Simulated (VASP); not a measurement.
Ti, 1 atom in the cell. Symmetry: I4/mmm, No. 139, tetragonal system. Conventional cell: a = 3.413 Å, b = 3.413 Å, c = 3.545 Å, α = 90.00°, β = 90.00°, γ = 90.00°. Within 3.9 Å of Ti (site symmetry 4/mmm) lie 14 Ti at 2.99 to 3.54 Å.  This cell differs from its parent crystal: strain +0.040 along x and y, +0.080 along z.

```yaml
Program: VASP 6.6.1
Task: single point
Functional: PBEsol
Potentials_or_basis: VASP PAW PBE potentials, release 64 (Ti_sv)
Cutoff: 520 eV
k_mesh: 20 × 20 × 20
Occupations: gaussian, width 0.15 eV
Spin: no spin polarisation
Dipole_correction: no
Further_INCAR_settings: ALGO = Fast; EDIFF = 1e-06; NBANDS = 12
```

Potentials or basis: VASP PAW PBE potentials, release 64 (Ti_sv).

Launch:

```sh
$ cat potpaw_PBE.64/Ti_sv/POTCAR > POTCAR
$ mpirun -np 1 vasp_std > vasp.out
```

Hardware: 1 thread of Intel(R) Xeon(R) 6975P-C (Granite Rapids), on a shared host.

**Question.** Estimate the wall time of this run.

**Answer.** Run time: 76 s on 1 thread of Intel(R) Xeon(R) 6975P-C (Granite Rapids), with other jobs on the host, peak memory 0.27 GiB. Counts: scf iterations 20, k points 641.
